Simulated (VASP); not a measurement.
Write the native input for VASP 6.6.1 that does the following.

* Task: single point
* Functional: PBE
* Potentials or basis: VASP PAW PBE potentials, release 64 (Rh_pv)
* Cutoff: 500 eV
* k mesh: 13 × 13 × 13
* Occupations: fermi-dirac, width 0.05 eV
* Spin: no spin polarisation
* Dipole correction: no
* Further INCAR settings: ALGO = Normal; EDIFF = 1e-06; NBANDS = 14

The structure of Rh lies in POSCAR:

```
Rh
1.0
    0.0000000000      1.9471667102      1.9471667102
    1.9471667102      0.0000000000      1.9471667102
    1.9471667102      1.9471667102      0.0000000000
Rh
1
Direct
    0.0000000000      0.0000000000      0.0000000000
```

The input as run:

INCAR

```
  PREC = Accurate
  ENCUT = 500
  EDIFF = 1E-6
  ISMEAR = -1
  SIGMA = 0.05
  LREAL = F
  LASPH = T
  NELM = 120
  ALGO = Normal
  ISIF = 2
  LWAVE = F
  LCHARG = F
  GGA = PE
  NBANDS = 14
  GGA_COMPAT = F
```

KPOINTS

```
Automatic mesh
0
Gamma
  13 13 13
```

Potentials or basis: VASP PAW PBE potentials, release 64 (Rh_pv).

Run with:

```bash
$ cat potpaw_PBE.64/Rh_pv/POTCAR > POTCAR
$ mpirun -np 1 vasp_std > vasp.out
```

Results of the run:

The pressure is -11.1 GPa.

Wall time 8.5 s on 1 thread of Intel(R) Xeon(R) Platinum 8488C (Sapphire Rapids), on a shared host, peak memory 0.13 GiB.
